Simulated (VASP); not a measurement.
A run of VASP 6.6.1 is set up as follows.

Contents of INCAR:

```
SYSTEM = ZrO2
  PREC = Accurate
  ENCUT = 600
  EDIFF = 1E-6
  ISMEAR = 0
  SIGMA = 0.01
  LREAL = .False.
  LASPH = .True.
  NELM = 120
  ALGO = Normal
  ISIF = 2
  LWAVE = .False.
  LCHARG = .False.
  GGA = PE
  NBANDS = 19
  GGA_COMPAT = .False.
```

Contents of KPOINTS:

```
regular mesh
0
Gamma
  2 2 2
  0 0 0
```

Contents of POSCAR:

```
ZrO2
1.0
    0.0000000000      2.5356849173      2.5356849173
    2.5356849173      0.0000000000      2.5356849173
    2.5356849173      2.5356849173      0.0000000000
Zr O
1 2
Direct
    0.0000000000      0.0000000000      0.0000000000
    0.2500000000      0.2500000000      0.2500000000
    0.7500000000      0.7500000000      0.7500000000
```

Potentials or basis: VASP PAW PBE potentials, release 64 (Zr_sv, O).

Command:

```console
$ cat potpaw_PBE.64/Zr_sv/POTCAR potpaw_PBE.64/O/POTCAR > POTCAR
$ mpirun -np 1 vasp_std > vasp.out
```

(1) Predict the pressure.

(2) What does it give for the band gap on the k mesh?

Answers

(1) 10.9 GPa.

(2) 3.10 eV (least direct gap 3.62 eV).

Caveat: the k points lie up to 1.07 Å⁻¹ apart.
